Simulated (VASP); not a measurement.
# Be3Cd2O3 (P3m1) in VASP: notebook

Be3Cd2O3 is run at these levels: PBE; tasks: single point.

Program: VASP 6.6.1. These are calculated values, not measurements. Logs are shortened: lines on timing, memory, paths and dates and some standing lists are left out, and cuts for length are marked.

## (1) The cell of the first run

It takes space group P3m1 (No. 156, trigonal). Conventional cell: a = 2.768 Å, b = 2.768 Å, c = 15.663 Å, α = 90.00°, β = 90.00°, γ = 120.00°. Be (site symmetry 3m) has 3 O at 1.60 Å within 2.1 Å. Be (site symmetry 3m) has 3 O at 1.60 Å within 2.1 Å. Within 2.1 Å of Be (site symmetry 3m) lie 3 O at 1.60 Å. Cd (site symmetry 3m) has 9 Cd at 2.77 to 3.31 Å within 3.6 Å. Cd (site symmetry 3m) has 9 Cd at 2.77 to 3.31 Å within 3.6 Å. O (site symmetry 3m) has 3 Be at 1.60 Å within 2.1 Å. Within 2.1 Å of O (site symmetry 3m) lie 3 Be at 1.60 Å. O (site symmetry 3m) has 3 Be at 1.60 Å within 2.1 Å.

## (2) Single point, PBE

INCAR reads:

```
PREC = Accurate ; ENCUT = 700
EDIFF = 1E-6 ; ISMEAR = 0
SIGMA = 0.2 ; LREAL = F
LASPH = T ; NELM = 120
ALGO = Normal ; ISIF = 2
LWAVE = F ; LCHARG = T
GGA = PE ; LELF = T
LVHAR = T ; NBANDS = 42
GGA_COMPAT = F
```

KPOINTS reads:

```
Automatic mesh
0
Gamma
  7 7 2
```

POSCAR reads:

```
Be3Cd2O3
1.0
    2.7684736518      0.0000000000      0.0000000000
   -1.3842368259      2.3975685121      0.0000000000
    0.0000000000      0.0000000000     15.6634886656
Be Cd O
3 2 3
Direct
    0.0000000000      0.0000000000      0.3426055113
    0.3333333333      0.6666666667      0.1877712559
    0.0000000000      0.0000000000      0.0280503889
    0.0000000000      0.0000000000      0.5972945293
    0.6666666667      0.3333333333      0.7825576843
    0.0000000000      0.0000000000      0.1872589419
    0.3333333333      0.6666666667      0.0258473355
    0.3333333333      0.6666666667      0.3455143529
```

Potentials or basis: VASP PAW PBE potentials, release 64 (Be, Cd_sv_GW, O).

Command:

```sh
> cat potpaw_PBE.64/Be/POTCAR potpaw_PBE.64/Cd_sv_GW/POTCAR potpaw_PBE.64/O/POTCAR > POTCAR
> mpirun -np 1 vasp_std > vasp.out
```

OUTCAR:

```text
PREC = Accurate
   ENCUT = 700
   EDIFF = 1E-6
   ISMEAR = 0
   LREAL = F
   LASPH = T
   NELM = 120
   ISIF = 2
   GGA = PE

 ion  position               nearest neighbor table
   1  0.000  0.000  0.343-   8 1.60   8 1.60   8 1.60
   2  0.333  0.667  0.188-   6 1.60   6 1.60   6 1.60
   3  0.000  0.000  0.028-   7 1.60   7 1.60   7 1.60
   4  0.000  0.000  0.597-
   5  0.667  0.333  0.783-
   6  0.000  0.000  0.187-   2 1.60   2 1.60   2 1.60
   7  0.333  0.667  0.026-   3 1.60   3 1.60   3 1.60
   8  0.333  0.667  0.346-   1 1.60   1 1.60   1 1.60

  LATTYP: Found a hexagonal cell.
 ALAT       =     2.7684736518
 C/A-ratio  =     5.6578066601

  Lattice vectors:

 A1 = (   2.7684736518,   0.0000000000,   0.0000000000)
 A2 = (  -1.3842368259,   2.3975685121,   0.0000000000)
 A3 = (   0.0000000000,   0.0000000000,  15.6634886656)

Analysis of symmetry for initial positions (statically):
=====================================================================
 Subroutine PRICEL returns:
 Original cell was already a primitive cell.

 Routine SETGRP: Setting up the symmetry group for a
 hexagonal supercell.

 Subroutine GETGRP returns: Found  6 space group operations
 (whereof  6 operations were pure point group operations)
 out of a pool of 24 trial point group operations.

The static configuration has the point symmetry C_3v.

Analysis of symmetry for dynamics (positions and initial velocities):
=====================================================================
 Subroutine PRICEL returns:
 Original cell was already a primitive cell.

 Routine SETGRP: Setting up the symmetry group for a
 hexagonal supercell.

 Subroutine GETGRP returns: Found  6 space group operations
 (whereof  6 operations were pure point group operations)
 out of a pool of 24 trial point group operations.

The dynamic configuration has the point symmetry C_3v.

 Subroutine INISYM returns: Found  6 space group operations
 (whereof  6 operations are pure point group operations),
 and found     1 'primitive' translations

----------------------------------------------------------------------------------------

                                     Primitive cell

  volume of cell :     103.9681

  direct lattice vectors                    reciprocal lattice vectors
     2.768473652  0.000000000  0.000000000     0.361209867  0.208544614  0.000000000
    -1.384236826  2.397568512  0.000000000     0.000000000  0.417089228  0.000000000
     0.000000000  0.000000000 15.663488666     0.000000000  0.000000000  0.063842738

  length of vectors
     2.768473652  2.768473652 15.663488666     0.417089228  0.417089228  0.063842738

  position of ions in fractional coordinates (direct lattice)
     0.000000000  0.000000000  0.342605511
     0.333333333  0.666666667  0.187771256
     0.000000000  0.000000000  0.028050389
     0.000000000  0.000000000  0.597294529
     0.666666667  0.333333333  0.782557684
     0.000000000  0.000000000  0.187258942
     0.333333333  0.666666667  0.025847336
     0.333333333  0.666666667  0.345514353

  ion indices of the primitive-cell ions
   primitive index   ion index
                 1           1
                 2           2
                 3           3
                 4           4
                 5           5
                 6           6
                 7           7
                 8           8

----------------------------------------------------------------------------------------

 KPOINTS: Automatic mesh

Automatic generation of k-mesh.
 Grid dimensions read from file:
 generate k-points for:    7    7    2

 Generating k-lattice:

  Cartesian coordinates                     Fractional coordinates (reciprocal lattice)
     0.051601410  0.029792088  0.000000000     0.142857143  0.000000000  0.000000000
     0.000000000  0.059584175  0.000000000     0.000000000  0.142857143  0.000000000
     0.000000000  0.000000000  0.031921369     0.000000000  0.000000000  0.500000000

  Length of vectors
     0.059584175  0.059584175  0.031921369

  Shift w.r.t. Gamma in fractional coordinates (k-lattice)
     0.000000000  0.000000000  0.000000000

 Subroutine IBZKPT returns following result:
 ===========================================

 Found     16 irreducible k-points:

 Following reciprocal coordinates:
            Coordinates               Weight
  0.000000  0.000000  0.000000      1.000000
  0.142857  0.000000  0.000000      6.000000
  0.285714  0.000000  0.000000      6.000000
  0.428571  0.000000  0.000000      6.000000
  0.142857  0.142857  0.000000      6.000000
  0.285714  0.142857  0.000000     12.000000
[... 8 lines left out ...]
  0.428571  0.142857  0.500000      6.000000
  0.285714  0.285714  0.500000      6.000000
   k-points           NKPTS =     16   k-points in BZ     NKDIM =     16   number of bands    NBANDS=     42
   number of dos      NEDOS =    301   number of ions     NIONS =      8
   total plane-waves  NPLWV =  80640
   dimension x,y,z NGX =    24 NGY =   24 NGZ =  140
   dimension x,y,z NGXF=    48 NGYF=   48 NGZF=  280
   ions per type =               3   2   3
   NGX,Y,Z   is equivalent  to a cutoff of  14.41, 14.41, 14.86 a.u.
   NGXF,Y,Z  is equivalent  to a cutoff of  28.82, 28.82, 29.72 a.u.
 SYSTEM =  unknown system
   PREC   = accura    normal or accurate (medium, high low for compatibility)
   ISTART =      0    job   : 0-new  1-cont  2-samecut
   ICHARG =      2    charge: 1-file 2-atom 10-const
   ISPIN  =      1    spin polarized calculation?
   LNONCOLLINEAR =      F non collinear calculations
   LSORBIT =      F    spin-orbit coupling
   LASPH  =      T    aspherical Exc in radial PAW
   ENCUT  =  700.0 eV  51.45 Ry    7.17 a.u.   5.97  5.97 33.79*2*pi/ulx,y,z
   NELM   =    120;   NELMIN=  2; NELMDL= -5     # of ELM steps
   EDIFF  = 0.1E-05   stopping-criterion for ELM
   LREAL  =      F    real-space projection
   EDIFFG = 0.1E-04   stopping-criterion for IOM
   NSW    =      0    number of steps for IOM
   IBRION =     -1    ionic relax: 0-MD 1-quasi-New 2-CG
   NFREE  =      0    steps in history (QN), initial steepest desc. (CG)
   ISIF   =      2    stress and relaxation
   ISYM   =      2    0-nonsym 1-usesym 2-fastsym
   POTIM  = 0.5000    time-step for ionic-motion
   TEBEG  =    0.0;   TEEND  =   0.0 temperature during run
   PSTRESS=    0.0 pullay stress
   NELECT =      64.0000    total number of electrons
   NUPDOWN=      -1.0000    fix difference up-down
   EMIN   =  10.00;   EMAX   =-10.00  energy-range for DOS
   EFERMI =   0.00;   METHOD = LEGACY
   ISMEAR =     0;   SIGMA  =   0.20  broadening in eV -4-tet -1-fermi 0-gaus
   EFERMI_NEDOS =   21; number of points for ismear=-14 and -15
   IALGO  =     38    algorithm
   IMIX   =      4    mixing-type and parameters
     AMIX     =   0.40;   BMIX     =  1.00
     AMIX_MAG =   1.60;   BMIX_MAG =  1.00
  volume/ion in A,a.u.               =      13.00        87.70
  Fermi-wavevector in a.u.,A,eV,Ry     =   1.392627  2.631684 26.387279  1.939410
  Thomas-Fermi vector in A             =   2.516352
   LORBIT       =      0    0 simple, 1 ext, 2 COOP (PROOUT), +10 PAW based schemes
   GGA     = PE    functional components
   LHFCALC =     F    Hartree Fock is set to
   AEXX    =    0.0000 exact exchange contribution
   IVDW    =     0    specifies the selected vdW correction
   LEPSILON=     F    determine dielectric tensor
   LRPA    =     F    only Hartree local field effects (RPA)
 non-spin polarized calculation
 Gauss-broadening in eV      SIGMA  =   0.20
  energy-cutoff  :      700.00
  volume of cell :      103.97
 maximum number of plane-waves:      4416
 NGX is ok and might be reduce to    24
   NGX = 11   NGY = 11   NGZ = 67

 number of electron      63.9999991 magnetization

 Free energy of the ion-electron system (eV)
  ---------------------------------------------------
  ext. energy  EPLUGINS =         0.00000000
  ---------------------------------------------------
  free energy    TOTEN  =       -43.01883472 eV

  energy without entropy =      -43.00759182  energy(sigma->0) =      -43.01321327

 E-fermi :   4.6674     XC(G=0):  -9.9454

 val. band max:        4.5432523540   @ k =   0.4286   0.1429   0.5000
 cond. band min:       4.9451132514   @ k =   0.1429   0.1429   0.0000
 fundamental gap:      0.4018608974
 Fermi energy:         4.6673966439

 k-point     1 :       0.0000    0.0000    0.0000
  band No.  band energies     occupation
      1     -98.4194      2.00000
      2     -98.4185      2.00000
      3     -59.4702      2.00000
      4     -59.4607      2.00000
      5     -59.3840      2.00000
      6     -59.3840      2.00000
[... 34 lines left out ...]
     41      15.7207      0.00000
     42      15.7675      0.00000

 k-point     2 :       0.1429    0.0000    0.0000
  band No.  band energies     occupation
      1     -98.4170      2.00000
      2     -98.4161      2.00000
      3     -59.4670      2.00000
      4     -59.4584      2.00000
      5     -59.4085      2.00000
      6     -59.4076      2.00000
[... 34 lines left out ...]
     41      14.9637      0.00000
     42      16.0073      0.00000

 k-point     3 :       0.2857    0.0000    0.0000
  band No.  band energies     occupation
      1     -98.4116      2.00000
      2     -98.4108      2.00000
      3     -59.4637      2.00000
      4     -59.4630      2.00000
      5     -59.4590      2.00000
      6     -59.4531      2.00000
[... 34 lines left out ...]
     41      13.6488      0.00000
     42      14.0824      0.00000

 k-point     4 :       0.4286    0.0000    0.0000
  band No.  band energies     occupation
      1     -98.4072      2.00000
      2     -98.4065      2.00000
      3     -59.5072      2.00000
      4     -59.5062      2.00000
      5     -59.4533      2.00000
      6     -59.4496      2.00000
[... 484 lines left out ...]
     41      13.5683      0.00000
     42      13.9536      0.00000

 k-point    15 :       0.4286    0.1429    0.5000
  band No.  band energies     occupation
      1     -98.4061      2.00000
      2     -98.4053      2.00000
      3     -59.5058      2.00000
      4     -59.5048      2.00000
      5     -59.4514      2.00000
      6     -59.4488      2.00000
[... 34 lines left out ...]
     41      12.7377      0.00000
     42      13.0605      0.00000

 k-point    16 :       0.2857    0.2857    0.5000
  band No.  band energies     occupation
      1     -98.4055      2.00000
      2     -98.4048      2.00000
      3     -59.4887      2.00000
      4     -59.4880      2.00000
      5     -59.4563      2.00000
      6     -59.4553      2.00000
[... 34 lines left out ...]
     41      12.5817      0.00000
     42      13.4065      0.00000

------------------------ aborting loop because EDIFF is reached ----------------------------------------

  FORCE on cell =-STRESS in cart. coord.  units (eV):
  Direction    XX          YY          ZZ          XY          YZ          ZX
  --------------------------------------------------------------------------------------
  -------------------------------------------------------------------------------------
  Total        0.1753296      0.1753296      0.1388364     -0.0000000      0.0000000      0.0000000
  in kB        2.7018790      2.7018790      2.1395080     -0.0000000      0.0000000      0.0000000
  external PRESSURE =       2.5144220 kB  Pullay stress =       0.0000000 kB

 VOLUME and BASIS-vectors are now :
 -----------------------------------------------------------------------------
  energy-cutoff  :      700.00
  volume of cell :      103.97
      direct lattice vectors                 reciprocal lattice vectors
     2.768473652  0.000000000  0.000000000     0.361209867  0.208544614  0.000000000
    -1.384236826  2.397568512  0.000000000     0.000000000  0.417089228  0.000000000
     0.000000000  0.000000000 15.663488666     0.000000000  0.000000000  0.063842738

 POSITION                                       TOTAL-FORCE (eV/Angst)
 -----------------------------------------------------------------------------------
      0.00000      0.00000      5.36640        -0.000000      0.000000      0.038234
     -0.00000      1.59838      2.94115        -0.000000      0.000000     -0.009419
      0.00000      0.00000      0.43937         0.000000     -0.000000     -0.014656
      0.00000      0.00000      9.35572         0.000000      0.000000      0.023970
      1.38424      0.79919     12.25758         0.000000     -0.000000     -0.024933
      0.00000      0.00000      2.93313         0.000000      0.000000      0.012397
     -0.00000      1.59838      0.40486        -0.000000     -0.000000      0.016243
     -0.00000      1.59838      5.41196         0.000000      0.000000     -0.041837
 -----------------------------------------------------------------------------------
    total drift:                               -0.000001      0.000001     -0.000101

  FREE ENERGIE OF THE ION-ELECTRON SYSTEM (eV)
  ---------------------------------------------------
  free  energy   TOTEN  =       -43.0188347236 eV

  energy  without entropy=      -43.0075918177  energy(sigma->0) =      -43.01321327
```

Run time: 3.9 min. Hardware: 1 thread of Intel Xeon Platinum 8375C at 2.90GHz (Ice Lake), shared host; peak memory 0.32 GiB.

What came out:

| Item | Value |
| --- | --- |
| Free energy | -43.0188 eV |
| Pressure | 0.3 GPa |
| Largest force | 0.042 eV/Å |
| Band gap on the k mesh | zero (bands 32 and 33 overlap by 3.10 eV) |

Forces in eV/Å, atoms in the order of the input:
```
Be   0.000  0.000  0.038
Be   0.000  0.000 -0.009
Be   0.000  0.000 -0.015
Cd   0.000  0.000  0.024
Cd   0.000  0.000 -0.025
O    0.000  0.000  0.012
O    0.000  0.000  0.016
O    0.000  0.000 -0.042
```

Caveat: the k points lie up to 0.37 Å⁻¹ apart, too coarse for converged energies and pressures of a metal.

(Part 1 of 2 ends here.)

The gap in the log of VASP goes by the Fermi energy; the results here count the filled bands.